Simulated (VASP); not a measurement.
## RbBr (CsCl type): single point with LDA

RbBr (CsCl type):

```
Rb Br
1.0
     3.34415    0.00000    0.00000
     0.00000    3.34415    0.00000
     0.00000    0.00000    3.34415
Rb Br
1 1
Direct
  0.00000 0.00000 0.00000
  0.50000 0.50000 0.50000
```

This cell differs from its parent crystal: volume scaled by 0.6.

- Program: VASP 6.6.1
- Task: single point
- Functional: LDA
- Potentials or basis: VASP PAW LDA potentials, release 64 (Rb_sv, Br)
- Cutoff: 520 eV
- k mesh: 12 × 12 × 12
- Occupations: fermi-dirac, width 0.1 eV
- Spin: no spin polarisation
- Dipole correction: no
- Further INCAR settings: ALGO = Normal; EDIFF = 1e-06; NBANDS = 15

```yaml
Pressure: 42.2 GPa
Band_gap_on_the_k_mesh: 3.28 eV, direct
```

Levels at points of the mesh, in eV from the valence-band top:
```csv
k point,band 4,band 5,band 6,band 7,band 8,band 9,band 10,band 11,band 12,band 13
"(0.00, 0.00, 0.00)",-9.11,-9.11,0.00,0.00,0.00,3.28,3.28,7.56,11.02,11.02
"(0.50, 0.00, 0.00)",-8.65,-8.65,-4.21,-1.10,-1.10,5.60,7.69,10.72,11.10,12.18
"(0.50, 0.50, 0.00)",-11.00,-8.42,-1.55,-1.55,-0.20,4.53,6.21,7.36,7.36,15.41
"(0.50, 0.50, 0.50)",-10.14,-10.14,-4.19,-4.19,-4.19,10.92,10.92,10.92,13.13,13.13
```

Run time: 16 s on 1 thread of Intel(R) Xeon(R) 6975P-C (Granite Rapids) (shared host), peak memory 0.17 GiB.

 A k mesh can miss the band edges.
